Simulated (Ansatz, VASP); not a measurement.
**One calculation of TeW, two programs**

```
CELL_PARAMETERS angstrom
4.25934 0.00000 0.00000
0.00000 4.25934 0.00000
0.00000 0.00000 5.38271
ATOMIC_POSITIONS crystal
W 0.00000 0.00000 0.00000
W 0.50000 0.50000 0.00000
Te 0.50000 0.00000 0.23850
Te 0.00000 0.50000 0.76150
```

Alike in both runs: task single point; functional r2SCAN; k mesh 6 × 6 × 6; no spin polarisation.

|  | VASP | Ansatz |
| --- | --- | --- |
| version | VASP 6.6.1 | Ansatz 0.2.0 |
| potentials or method | VASP PAW PBE potentials, release 64 (W_sv, Te), cutoff 520 eV | PAW plane waves |
| occupations | methfessel-paxton of order 1, width 0.0417 eV | cold, width 0.0417 eV |
| valence electrons in the cell | 40 | 60 |

```tsv
	VASP	Ansatz	Ansatz less VASP
pressure (GPa)	25.6	25.5	-0.03
traceless stress, the component that is largest in VASP (GPa)	-0.27	-0.11	+0.156
rms of the force components (eV/Å)	2.389	2.402	+0.0123
```

VASP's potentials were made for PBE, not for r2SCAN. Atom by atom the forces differ by 0.012 eV/Å (rms over components). VASP's potentials hold 40 valence electrons a cell and Ansatz's 60, so a difference there can come from the potentials and not from the codes.

Neither program's run includes spin-orbit coupling.
